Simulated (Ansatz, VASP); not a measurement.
# Two plane-wave programs on Ge

```
Ge
1.0
     2.67542    0.00000    0.00000
     0.00000    2.67542    0.00000
     0.00000    0.00000    2.67542
Ge
1
Direct
  0.00000 0.00000 0.00000
```

Change from the starting cell: volume scaled by 0.96, PAW files.

Alike in both runs: task electric field gradients; functional PBE; k mesh 13 × 13 × 13; occupations fermi-dirac, width 0.05 eV; no spin polarisation.

|  | VASP | Ansatz |
| --- | --- | --- |
| version | VASP 6.6.1 | Ansatz 0.2.0 |
| potentials or method | VASP PAW PBE potentials, release 64 (Ge_d) | PAW with Ansatz's default frozen-core files, scalar-relativistic |
| plane-wave cutoff (eV) | 520 | 420 |
| valence electrons in the cell | 14 | 14 |

|  | VASP | Ansatz | Ansatz less VASP |
| --- | --- | --- | --- |
| pressure (GPa) | 3.0 | 3.0 | -0.02 |
